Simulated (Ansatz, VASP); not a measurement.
**Two plane-wave programs on H2CBr2**

```
H C Br
1.0
     5.94310   -2.24845   -0.10462
     5.94310    2.24845   -0.10462
    -5.12046    0.00000   14.11077
H C Br
8 4 8
Direct
  0.76771 0.56015 0.03787
  0.43985 0.23229 0.46213
  0.23229 0.43985 0.96213
  0.56015 0.76771 0.53787
  0.92743 0.51097 0.16399
  0.48903 0.07257 0.33601
  0.07257 0.48903 0.83601
  0.51097 0.92743 0.66399
  0.72344 0.67095 0.11199
  0.32905 0.27656 0.38801
  0.27656 0.32905 0.88801
  0.67095 0.72344 0.61199
  0.36115 0.78075 0.12978
  0.21925 0.63885 0.37022
  0.63885 0.21925 0.87022
  0.78075 0.36115 0.62978
  0.64196 0.04321 0.13312
  0.95679 0.35804 0.36688
  0.35804 0.95679 0.86688
  0.04321 0.64196 0.63312
```

Alike in both runs: functional PBEsol; k mesh 6 × 6 × 2; occupations gaussian, width 0.02 eV; no spin polarisation.

Ansatz relaxed the structure, and its values are those at the end. VASP's run is a single point on that final structure, the one shown.

```csv
,VASP,Ansatz
version,VASP 6.6.1,Ansatz 0.2.0
potentials or method,"VASP PAW PBE potentials, release 64 (H, C, Br), cutoff 520 eV","scalar-relativistic, plane waves, PAW"
valence electrons in the cell,80,80
```

|  | VASP | Ansatz | Ansatz less VASP |
| --- | --- | --- | --- |
| gap on the k mesh at the Fermi level (eV) | 4.16 | 4.16 | -0.002 |
| least direct gap on the mesh (eV) | 4.22 | 4.21 | -0.002 |
| pressure (GPa) | 0.1 | 0.0 | -0.04 |
| rms of the force components (eV/Å) | 0.017 | 0.004 | -0.0137 |

VASP's potentials were made for PBE, not for PBEsol.
